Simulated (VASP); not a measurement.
A run of VASP 6.6.1 is set up as follows.

Contents of INCAR:

```
PREC = Accurate
ENCUT = 520
EDIFF = 1E-8
ISMEAR = -1
SIGMA = 0.02
LREAL = F
LASPH = T
NELM = 60
ALGO = Normal
ISIF = 2
LWAVE = F
LCHARG = F
GGA = PS
LEFG = T
NBANDS = 15
```

Contents of KPOINTS:

```
regular mesh
0
Gamma
  12 12 10
```

The input POSCAR:

```
TaN
1.0
    2.9379988584     -0.0146899943     -0.0146899943
   -1.4817213374      2.5517266448     -0.0053769111
   -0.0144150000     -0.0144150000      2.8830000000
Ta N
1 1
Direct
    0.3333333333      0.6666666667      0.5000000000
    0.0000000000      0.0000000000      0.0000000000
```

Potentials or basis: VASP PAW PBE potentials, release 64 (Ta_pv, N).

Launch:

```bash
$ cat potpaw_PBE.64/Ta_pv/POTCAR potpaw_PBE.64/N/POTCAR > POTCAR
$ mpirun -np 1 vasp_std > vasp.out
```

(1) Estimate the band gap on the k mesh.

(2) What does it give for the largest force?

Results:

(1) zero (bands 8 and 9 overlap by 0.32 eV).

(2) 0.022 eV/Å.

Caveat: the cell differs from its parent crystal (equal xy, yz and zx shear strains of -1 %); the cell stands under tension; without QUAD_EFG the Cq values of the log hold for a quadrupole moment of 1 mb, not for the nuclei; the PAW data sets were made with another functional, which shifts forces and pressure a little; spin-orbit coupling is left out, which moves the levels of the heavy elements.
